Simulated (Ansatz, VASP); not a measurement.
## Two plane-wave programs on BiTe

```xyz
2
Lattice="2.2773 1.4827 3.3173 -2.2773 1.4827 3.3173 0.0000 -2.9654 3.3173" Properties=species:S:1:pos:R:3 pbc="T T T"
Bi    0.0000    0.0000    4.9759
Te    0.0000    0.0000    0.0000
```

Change from the starting cell: strain -0.0600 x Voigt [1, -1, 0, 0, 0, 0], atoms carried along.

Alike in both runs: task single point; functional PBEsol; k mesh 12 × 12 × 12; occupations gaussian, width 0.15 eV; no spin polarisation.

|  | VASP | Ansatz |
| --- | --- | --- |
| version | VASP 6.6.1 | Ansatz 0.2.0 |
| potentials or method | VASP PAW PBE potentials, release 64 (Bi_d, Te), cutoff 520 eV | scalar-relativistic, plane waves, PAW |
| valence electrons in the cell | 21 | 31 |

```tsv
	VASP	Ansatz	Ansatz less VASP
gap on the k mesh at the Fermi level (eV)	none	none	-
pressure (GPa)	-2.2	-2.1	+0.03
traceless stress, the component that is largest in VASP (GPa)	-1.89	-1.89	+0.004
```

VASP's potentials were made for PBE, not for PBEsol. A gap of «none» marks a metal or a gap that the smearing closes. VASP's potentials hold 21 valence electrons a cell and Ansatz's 31, so a difference there can come from the potentials and not from the codes.

Neither program's run includes spin-orbit coupling.
